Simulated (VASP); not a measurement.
LiCl, 2 atoms in the cell. Symmetry: Fm-3m, No. 225, cubic system. Conventional cell: a = 5.152 Å, b = 5.152 Å, c = 5.152 Å, α = 90.00°, β = 90.00°, γ = 90.00°. Within 3.4 Å of Li (site symmetry m-3m) lie 6 Cl at 2.58 Å. Cl (site symmetry m-3m) has 6 Li at 2.58 Å within 3.4 Å. 

| Item | Value |
| --- | --- |
| Program | VASP 6.6.1 |
| Task | single point |
| Functional | PBE |
| Potentials or basis | VASP PAW PBE potentials, release 64 (Li_sv, Cl) |
| Cutoff | 750 eV |
| k mesh | 8 × 8 × 8 |
| Occupations | gaussian, width 0.02 eV |
| Spin | no spin polarisation |
| Dipole correction | no |
| Further INCAR settings | ALGO = Normal; EDIFF = 1e-06; NBANDS = 12 |

Potentials or basis: VASP PAW PBE potentials, release 64 (Li_sv, Cl).

Run with:

```sh
$ cat potpaw_PBE.64/Li_sv/POTCAR potpaw_PBE.64/Cl/POTCAR > POTCAR
$ mpirun -np 1 vasp_std > vasp.out
```

Hardware: 1 thread of Intel(R) Xeon(R) Platinum 8375C CPU @ 2.90GHz (Ice Lake), with other jobs on the host.

Question: Estimate the wall time of this run.

Answer: Wall time 29 s on 1 thread of Intel(R) Xeon(R) Platinum 8375C CPU @ 2.90GHz (Ice Lake), on a shared host, peak memory 0.18 GiB. Counts: scf iterations 12, k points 29.
